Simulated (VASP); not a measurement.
# Si (Fd-3m) in VASP: notebook

Aim: see how the results for Si move with the level of theory and the settings. Levels: PBE, HSE06. Tasks: single point.

Everything below comes from runs of VASP 6.6.1. Logs are shortened: lines on timing, memory, paths and dates and some standing lists are left out, and cuts for length are marked.

## 1. The cell of the first run

Symmetry: Fd-3m, No. 227, cubic system. The conventional cell has a = 5.470 Å, b = 5.470 Å, c = 5.470 Å, α = 90.00°, β = 90.00°, γ = 90.00°. Si (site symmetry -43m) has 4 Si at 2.37 Å within 3.1 Å.

## 2. Single point, PBE

Input file INCAR:

```
  PREC = Accurate
  ENCUT = 520
  EDIFF = 1E-6
  ISMEAR = -1
  SIGMA = 0.02
  LREAL = False
  LASPH = True
  NELM = 60
  ALGO = Normal
  ISIF = 2
  LWAVE = False
  LCHARG = True
  GGA = PE
  LELF = True
  LVHAR = True
  NBANDS = 11
```

Input file KPOINTS:

```
Automatic mesh
0
Gamma
  6 6 6
```

Input file POSCAR:

```
Si
1.0
    0.0000000000      2.7350000000      2.7350000000
    2.7350000000      0.0000000000      2.7350000000
    2.7350000000      2.7350000000      0.0000000000
Si
2
Direct
    0.0000000000      0.0000000000      0.0000000000
    0.2500000000      0.2500000000      0.2500000000
```

Potentials or basis: VASP PAW PBE potentials, release 64 (Si).

The run is started by

```
$ cat potpaw_PBE.64/Si/POTCAR > POTCAR
$ mpirun -np 1 vasp_std > vasp.out
```

OUTCAR:

```text
PREC = Accurate
   ENCUT = 520
   EDIFF = 1E-6
   ISMEAR = -1
   LREAL = False
   LASPH = True
   NELM = 60
   ISIF = 2
   GGA = PE

 ion  position               nearest neighbor table
   1  0.000  0.000  0.000-   2 2.37   2 2.37   2 2.37   2 2.37
   2  0.250  0.250  0.250-   1 2.37   1 2.37   1 2.37   1 2.37

  LATTYP: Found a face centered cubic cell.
 ALAT       =     5.4700000000

  Lattice vectors:

 A1 = (   0.0000000000,   2.7350000000,   2.7350000000)
 A2 = (   2.7350000000,   0.0000000000,   2.7350000000)
 A3 = (   2.7350000000,   2.7350000000,   0.0000000000)

Analysis of symmetry for initial positions (statically):
=====================================================================
 Subroutine PRICEL returns:
 Original cell was already a primitive cell.

 Routine SETGRP: Setting up the symmetry group for a
 face centered cubic supercell.

 Subroutine GETGRP returns: Found 48 space group operations
 (whereof 24 operations were pure point group operations)
 out of a pool of 48 trial point group operations.

The static configuration has the point symmetry T_d .
 The point group associated with its full space group is O_h .

Analysis of symmetry for dynamics (positions and initial velocities):
=====================================================================
 Subroutine PRICEL returns:
 Original cell was already a primitive cell.

 Routine SETGRP: Setting up the symmetry group for a
 face centered cubic supercell.

 Subroutine GETGRP returns: Found 48 space group operations
 (whereof 24 operations were pure point group operations)
 out of a pool of 48 trial point group operations.

The dynamic configuration has the point symmetry T_d .
 The point group associated with its full space group is O_h .

 Subroutine INISYM returns: Found 48 space group operations
 (whereof 24 operations are pure point group operations),
 and found     1 'primitive' translations

----------------------------------------------------------------------------------------

                                     Primitive cell

  volume of cell :      40.9168

  direct lattice vectors                    reciprocal lattice vectors
     0.000000000  2.735000000  2.735000000    -0.182815356  0.182815356  0.182815356
     2.735000000  0.000000000  2.735000000     0.182815356 -0.182815356  0.182815356
     2.735000000  2.735000000  0.000000000     0.182815356  0.182815356 -0.182815356

  length of vectors
     3.867874093  3.867874093  3.867874093     0.316645486  0.316645486  0.316645486

  position of ions in fractional coordinates (direct lattice)
     0.000000000  0.000000000  0.000000000
     0.250000000  0.250000000  0.250000000

  ion indices of the primitive-cell ions
   primitive index   ion index
                 1           1
                 2           2

----------------------------------------------------------------------------------------

 KPOINTS: Automatic mesh

Automatic generation of k-mesh.
 Grid dimensions read from file:
 generate k-points for:    6    6    6

 Generating k-lattice:

  Cartesian coordinates                     Fractional coordinates (reciprocal lattice)
    -0.030469226  0.030469226  0.030469226     0.166666667  0.000000000  0.000000000
     0.030469226 -0.030469226  0.030469226     0.000000000  0.166666667  0.000000000
     0.030469226  0.030469226 -0.030469226     0.000000000  0.000000000  0.166666667

  Length of vectors
     0.052774248  0.052774248  0.052774248

  Shift w.r.t. Gamma in fractional coordinates (k-lattice)
     0.000000000  0.000000000  0.000000000

 Subroutine IBZKPT returns following result:
 ===========================================

 Found     16 irreducible k-points:

 Following reciprocal coordinates:
            Coordinates               Weight
  0.000000  0.000000  0.000000      1.000000
  0.166667  0.000000  0.000000      8.000000
  0.333333  0.000000  0.000000      8.000000
  0.500000  0.000000  0.000000      4.000000
  0.166667  0.166667  0.000000      6.000000
  0.333333  0.166667  0.000000     24.000000
[... 8 lines left out ...]
 -0.333333  0.333333  0.166667     24.000000
 -0.333333  0.500000  0.166667     12.000000
   k-points           NKPTS =     16   k-points in BZ     NKDIM =     16   number of bands    NBANDS=     11
   number of dos      NEDOS =    301   number of ions     NIONS =      2
   total plane-waves  NPLWV =  27000
   dimension x,y,z NGX =    30 NGY =   30 NGZ =   30
   dimension x,y,z NGXF=    60 NGYF=   60 NGZF=   60
   ions per type =               2
   NGX,Y,Z   is equivalent  to a cutoff of  12.89, 12.89, 12.89 a.u.
   NGXF,Y,Z  is equivalent  to a cutoff of  25.79, 25.79, 25.79 a.u.
 SYSTEM =  unknown system
   PREC   = accura    normal or accurate (medium, high low for compatibility)
   ISTART =      0    job   : 0-new  1-cont  2-samecut
   ICHARG =      2    charge: 1-file 2-atom 10-const
   ISPIN  =      1    spin polarized calculation?
[... 63 lines left out ...]
      2       5.6169      2.00000
      3       5.6169      2.00000
      4       5.6169      2.00000
      5       8.1704      0.00000
      6       8.1704      0.00000
      7       8.1704      0.00000
      8       8.7434      0.00000
      9      13.3219      0.00000
     10      13.3219      0.00000
     11      13.4909      0.00000

 k-point     2 :       0.1667    0.0000    0.0000
  band No.  band energies     occupation
      1      -5.8400      2.00000
      2       3.2535      2.00000
      3       5.1760      2.00000
      4       5.1760      2.00000
      5       7.8987      0.00000
      6       8.8058      0.00000
      7       8.8058      0.00000
      8      10.8897      0.00000
      9      12.6980      0.00000
     10      12.6980      0.00000
     11      14.6134      0.00000

 k-point     3 :       0.3333    0.0000    0.0000
  band No.  band energies     occupation
      1      -4.8451      2.00000
      2       0.3482      2.00000
      3       4.6343      2.00000
      4       4.6343      2.00000
      5       7.3058      0.00000
      6       9.1169      0.00000
      7       9.1169      0.00000
      8      13.3960      0.00000
      9      13.5673      0.00000
     10      13.5673      0.00000
     11      14.5925      0.00000

 k-point     4 :       0.5000    0.0000    0.0000
  band No.  band energies     occupation
      1      -3.9170      2.00000
      2      -1.2502      2.00000
      3       4.4384      2.00000
      4       4.4384      2.00000
      5       7.0799      0.00000
      6       8.9631      0.00000
      7       8.9631      0.00000
      8      13.3154      0.00000
      9      16.1077      0.00000
     10      16.1077      0.00000
     11      16.7967      0.00000

 k-point     5 :       0.1667    0.1667    0.0000
  band No.  band energies     occupation
      1      -5.7193      2.00000
      2       3.5622      2.00000
      3       4.4520      2.00000
      4       4.4520      2.00000
      5       7.3287      0.00000
      6       9.8232      0.00000
      7       9.9150      0.00000
      8       9.9150      0.00000
      9      12.1216      0.00000
     10      13.8517      0.00000
     11      15.2638      0.00000
[... 99 lines left out ...]
 k-point    13 :       0.5000    0.5000    0.0000
  band No.  band energies     occupation
      1      -2.1279      2.00000
      2      -2.1279      2.00000
      3       2.8230      2.00000
      4       2.8230      2.00000
      5       6.3667      0.00000
      6       6.3667      0.00000
      7      15.5462      0.00000
      8      15.5462      0.00000
      9      16.5208      0.00000
     10      16.5208      0.00000
     11      18.0537      0.00000

 k-point    14 :       0.5000    0.3333    0.1667
  band No.  band energies     occupation
      1      -3.9499      2.00000
      2       0.0097      2.00000
      3       2.1273      2.00000
      4       3.3738      2.00000
      5       8.4595      0.00000
      6       9.3340      0.00000
      7       9.7907      0.00000
      8      12.5961      0.00000
      9      14.5166      0.00000
     10      15.4074      0.00000
     11      18.4431      0.00000

 k-point    15 :      -0.3333    0.3333    0.1667
  band No.  band energies     occupation
      1      -2.9902      2.00000
      2      -1.1617      2.00000
      3       1.6930      2.00000
      4       2.9202      2.00000
      5       8.9798      0.00000
      6       9.1315      0.00000
      7      11.6706      0.00000
      8      12.0513      0.00000
      9      13.0807      0.00000
     10      16.6000      0.00000
     11      17.4197      0.00000

 k-point    16 :      -0.3333    0.5000    0.1667
  band No.  band energies     occupation
      1      -2.0148      2.00000
      2      -2.0148      2.00000
      3       2.0575      2.00000
      4       2.0575      2.00000
      5       8.3661      0.00000
      6       8.3661      0.00000
      7      12.3003      0.00000
      8      12.3003      0.00000
      9      16.0608      0.00000
     10      16.0608      0.00000
     11      18.4028      0.00000

------------------------ aborting loop because EDIFF is reached ----------------------------------------

  FORCE on cell =-STRESS in cart. coord.  units (eV):
  Direction    XX          YY          ZZ          XY          YZ          ZX
  --------------------------------------------------------------------------------------
  -------------------------------------------------------------------------------------
  Total       -0.0007722     -0.0007722     -0.0007722     -0.0000000      0.0000000      0.0000000
  in kB       -0.0302356     -0.0302356     -0.0302356     -0.0000000      0.0000000      0.0000000
  external PRESSURE =      -0.0302356 kB  Pullay stress =       0.0000000 kB

 VOLUME and BASIS-vectors are now :
 -----------------------------------------------------------------------------
  energy-cutoff  :      520.00
  volume of cell :       40.92
      direct lattice vectors                 reciprocal lattice vectors
     0.000000000  2.735000000  2.735000000    -0.182815356  0.182815356  0.182815356
     2.735000000  0.000000000  2.735000000     0.182815356 -0.182815356  0.182815356
     2.735000000  2.735000000  0.000000000     0.182815356  0.182815356 -0.182815356

 POSITION                                       TOTAL-FORCE (eV/Angst)
 -----------------------------------------------------------------------------------
      0.00000      0.00000      0.00000         0.000000     -0.000000     -0.000000
      1.36750      1.36750      1.36750        -0.000000      0.000000      0.000000
 -----------------------------------------------------------------------------------
    total drift:                               -0.000000     -0.000000     -0.000000

  FREE ENERGIE OF THE ION-ELECTRON SYSTEM (eV)
  ---------------------------------------------------
  free  energy   TOTEN  =       -10.8263498407 eV

  energy  without entropy=      -10.8263498404  energy(sigma->0) =      -10.82634984
```

It took 3.8 s on 1 thread of Intel Xeon 6975P-C (Granite Rapids), shared host; peak memory 0.15 GiB.

Results:

| Property | Result |
| --- | --- |
| Free energy | -10.8263 eV |
| Pressure | 0.0 GPa |
| Band gap on the k mesh | 0.75 eV, indirect (least direct gap 2.55 eV) |

Levels at points of the mesh, in eV from the valence-band top:
| k point | band 2 | band 3 | band 4 | band 5 | band 6 | band 7 |
| --- | --- | --- | --- | --- | --- | --- |
| (0.00, 0.00, 0.00) | 0.00 | 0.00 | 0.00 | 2.55 | 2.55 | 2.55 |
| (0.50, 0.00, 0.00) | -6.87 | -1.18 | -1.18 | 1.46 | 3.35 | 3.35 |
| (0.50, 0.50, 0.00) | -7.74 | -2.79 | -2.79 | 0.75 | 0.75 | 9.93 |

A k mesh can miss the band edges. PBE gaps usually lie below the measured ones, often by a third to a half.

## 3. Single point, PBE

Input file INCAR:

```
SYSTEM = Si
  PREC = Accurate
  ENCUT = 520
  EDIFF = 1E-7
  ISMEAR = -1
  SIGMA = 0.1
  LREAL = .False.
  LASPH = .True.
  NELM = 60
  ALGO = Normal
  ISIF = 2
  LWAVE = .False.
  LCHARG = .True.
  GGA = PE
  LELF = .True.
  LVHAR = .True.
  NBANDS = 11
```

Input file KPOINTS:

```
regular mesh
0
Gamma
  8 8 8
  0 0 0
```

POSCAR is that of step 2.

Potentials or basis: VASP PAW PBE potentials, release 64 (Si).

The run is started by

```
$ cat potpaw_PBE.64/Si/POTCAR > POTCAR
$ mpirun -np 1 vasp_std > vasp.out
```

It took 6.5 s on 1 thread of Intel Xeon 6975P-C (Granite Rapids), shared host; peak memory 0.15 GiB.

The run converged. Its results:

- Free energy: -10.8463 eV
- Pressure: -0.1 GPa
- Band gap on the k mesh: 0.65 eV, indirect (least direct gap 2.56 eV)

Levels at points of the mesh, in eV from the valence-band top:
| k point | band 1 | band 2 | band 3 | band 4 | band 5 | band 6 | band 7 | band 8 | band 9 |
| --- | --- | --- | --- | --- | --- | --- | --- | --- | --- |
| (0.00, 0.00, 0.00) | -11.81 | 0.00 | 0.00 | 0.00 | 2.56 | 2.56 | 2.56 | 3.13 | 7.71 |
| (0.50, 0.00, 0.00) | -9.53 | -6.87 | -1.18 | -1.18 | 1.46 | 3.35 | 3.35 | 7.70 | 10.49 |
| (0.50, 0.50, 0.00) | -7.74 | -7.74 | -2.79 | -2.79 | 0.75 | 0.75 | 9.93 | 9.93 | 10.90 |

A k mesh can miss the band edges.

## 4. Single point, HSE06

POSCAR is that of step 3.

Input file INCAR.step1:

```
PREC = Accurate ; ENCUT = 520
EDIFF = 1E-5 ; ISMEAR = -1
SIGMA = 0.02 ; LREAL = False
LASPH = True ; NELM = 100
ALGO = Normal ; ISIF = 2
LWAVE = True ; GGA = PE
NBANDS = 11
```

Input file INCAR.step2:

```
PREC = Accurate ; ENCUT = 520
EDIFF = 1E-6 ; ISMEAR = -1
SIGMA = 0.02 ; LREAL = False
LASPH = True ; NELM = 100
ALGO = Normal ; ISIF = 2
LWAVE = False ; LCHARG = True
GGA = PE ; LHFCALC = True
HFSCREEN = 0.2079 ; PRECFOCK = Normal
LELF = True ; LVHAR = True
ISTART = 1 ; NBANDS = 11
```

Input file KPOINTS:

```
regular mesh
0
Gamma
  2 2 2
```

The run is started by

```
$ cat potpaw_PBE.64/Si/POTCAR > POTCAR
$ cp INCAR.step1 INCAR
$ mpirun -np 1 vasp_std > vasp.out
$ cp INCAR.step2 INCAR
$ mpirun -np 1 vasp_std > vasp.out
```

Run time: 8 s. Hardware: 1 thread of Intel Xeon 6975P-C (Granite Rapids), shared host; peak memory 0.25 GiB.

The run converged. Its results:

```yaml
Free_energy: -10.2342 eV
Pressure: 5.1 GPa
Band_gap_on_the_k_mesh: 1.66 eV, indirect (least direct gap 3.59 eV)
```

Levels at points of the mesh, in eV from the valence-band top:
```csv
k point,band 1,band 2,band 3,band 4,band 5,band 6,band 7,band 8,band 9
"(0.00, 0.00, 0.00)",-12.86,0.00,0.00,0.00,3.59,3.59,3.59,4.54,8.92
"(0.50, 0.00, 0.00)",-10.33,-7.33,-1.25,-1.25,2.56,4.38,4.38,8.81,11.88
"(0.50, 0.50, 0.00)",-8.33,-8.33,-2.97,-2.97,1.66,1.66,11.50,11.50,12.34
```

Caveat: the k points lie up to 0.99 Å⁻¹ apart; the PAW data sets were made with another functional, which shifts forces and pressure a little.

## 5. Single point, HSE06

POSCAR is that of step 4.

Changes to INCAR.step1 since step 4:

```diff
@@ -5,3 +5,3 @@
 ALGO = Normal ; ISIF = 2
-LWAVE = True ; GGA = PE
-NBANDS = 11
+LWAVE = True ; LCHARG = False
+NBANDS = 11 ; GGA = PE
```

Input file INCAR.step2:

```
PREC = Accurate ; ENCUT = 520
EDIFF = 1E-6 ; ISMEAR = -1
SIGMA = 0.02 ; LREAL = False
LASPH = True ; NELM = 100
ALGO = Normal ; ISIF = 2
LWAVE = False ; LCHARG = False
GGA = PE ; LHFCALC = True
HFSCREEN = 0.2079 ; PRECFOCK = Normal
NBANDS = 11 ; ISTART = 1
```

Input file KPOINTS:

```
regular mesh
0
Gamma
  3 3 3
```

The run is started by

```
$ cat potpaw_PBE.64/Si/POTCAR > POTCAR
$ cp INCAR.step1 INCAR
$ mpirun -np 1 vasp_std > vasp.out
$ cp INCAR.step2 INCAR
$ mpirun -np 1 vasp_std > vasp.out
```

Run time: 13 s. Hardware: 1 thread of Intel Xeon 6975P-C (Granite Rapids), shared host; peak memory 0.25 GiB.

It converged, with:

```
Free energy            : -11.9850 eV
Pressure               : -0.1 GPa
Band gap on the k mesh : 1.45 eV, indirect (least direct gap 3.39 eV)
```

Levels at points of the mesh, in eV from the valence-band top:
| k point | band 1 | band 2 | band 3 | band 4 | band 5 | band 6 | band 7 | band 8 |
| --- | --- | --- | --- | --- | --- | --- | --- | --- |
| (0.00, 0.00, 0.00) | -13.04 | 0.00 | 0.00 | 0.00 | 3.39 | 3.39 | 3.39 | 4.22 |

Caveat: the k points lie up to 0.66 Å⁻¹ apart; the PAW data sets were made with another functional, which shifts forces and pressure a little. A k mesh can miss the band edges.

## 6. Single point, PBE, non-collinear spin, zero start, spin-orbit coupling

Input file INCAR:

```
SYSTEM = Si
PREC = Accurate
ENCUT = 520
EDIFF = 1E-6
ISMEAR = -1
SIGMA = 0.02
LREAL = .False.
LASPH = .True.
NELM = 150
ALGO = Normal
ISIF = 2
LWAVE = .False.
LCHARG = .False.
MAGMOM = 0 0 0 0 0 0
LORBIT = 11
LSORBIT = .True.
GGA_COMPAT = .False.
LORBMOM = .True.
GGA = PE
NBANDS = 20
```

Input file KPOINTS:

```
regular mesh
0
Gamma
  6 6 6
  0 0 0
```

POSCAR is that of step 5.

Potentials or basis: VASP PAW PBE potentials, release 64 (Si).

The run is started by

```
$ cat potpaw_PBE.64/Si/POTCAR > POTCAR
$ mpirun -np 1 vasp_ncl > vasp.out
```

Wall time 15 s (1 thread of Intel Xeon 6975P-C (Granite Rapids), shared host); peak memory 0.26 GiB.

It converged, with:

```
Free energy                                           : -10.8267 eV
Pressure                                              : 0.0 GPa
Net moment                                            : 0.00 μB per cell
Valence electrons inside the program's atomic spheres : Si 1.68
```

Moments on the atoms (μB; x, y, z):
```
Si  0.00 0.00 0.00
Si  0.00 0.00 0.00
```

## 7. The runs side by side

| level | spin | k mesh | smearing | grid for exact exchange (PRECFOCK) | screening parameter | gap on the mesh (eV) | pressure (GPa) |
| --- | --- | --- | --- | --- | --- | --- | --- |
| PBE | off | 6 × 6 × 6 | fermi-dirac 0.02 eV | - | - | 0.75 | 0.0 |
| PBE | off | 8 × 8 × 8 | fermi-dirac 0.1 eV | - | - | 0.65 | -0.1 |
| HSE06 | off | 2 × 2 × 2 | fermi-dirac 0.02 eV | Normal | 0.2079 1/Å | 1.66 | 5.1 |
| HSE06 | off | 3 × 3 × 3 | fermi-dirac 0.02 eV | Normal | 0.2079 1/Å | 1.45 | -0.1 |
| PBE | non-collinear, zero start, SOC | 6 × 6 × 6 | fermi-dirac 0.02 eV | - | - | - | 0.0 |

Alike in all rows: task single point; potentials or basis VASP PAW PBE potentials, release 64 (Si); cell as given; cutoff (eV) 520.

Caveats: some runs use coarse meshes; the PAW data sets were made with another functional, which shifts forces and pressure a little (some runs).

Absolute energies hang on the potentials; compare differences alone.
